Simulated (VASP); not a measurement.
Wanted: the native input for a VASP 6.6.1 run.

| Item | Value |
| --- | --- |
| Task | single point |
| Functional | PBEsol |
| Potentials or basis | VASP PAW PBE potentials, release 64 (Ca_sv) |
| Cutoff | 520 eV |
| k mesh | 10 × 10 × 10 |
| Occupations | fermi-dirac, width 0.1 eV |
| Spin | no spin polarisation |
| Dipole correction | no |
| Further INCAR settings | ALGO = Normal; EDIFF = 1e-07; NBANDS = 11 |

The structure of Ca lies in POSCAR:

```
Ca
1.0
    3.3238012340      0.0000000000      0.0000000000
    0.0000000000      3.3238012340      0.0000000000
    0.0000000000      0.0000000000      3.3238012340
Ca
1
Direct
    0.0000000000      0.0000000000      0.0000000000
```

This isn't the form of Ca at room conditions, which is fcc.

The input as run:

INCAR

```
SYSTEM = Ca
PREC = Accurate ; ENCUT = 520
EDIFF = 1E-7 ; ISMEAR = -1
SIGMA = 0.1 ; LREAL = .FALSE.
LASPH = .TRUE. ; NELM = 60
ALGO = Normal ; ISIF = 2
LWAVE = .FALSE. ; LCHARG = .FALSE.
GGA = PS ; NBANDS = 11
```

KPOINTS

```
regular mesh
0
G
  10 10 10
  0 0 0
```

Potentials or basis: VASP PAW PBE potentials, release 64 (Ca_sv).

The run is started by

```console
$ cat potpaw_PBE.64/Ca_sv/POTCAR > POTCAR
$ mpirun -np 1 vasp_std > vasp.out
```

Results of the run:

```json
{"Pressure": "1.7 GPa", "Band gap on the k mesh": "zero (bands 5 and 6 overlap by 1.03 eV)"}
```

Caveat: the PAW data sets were made with another functional, which shifts forces and pressure a little.

Run time: 30 s on 1 thread of Intel Xeon 8259CL, with other jobs on the host, peak memory 0.16 GiB.
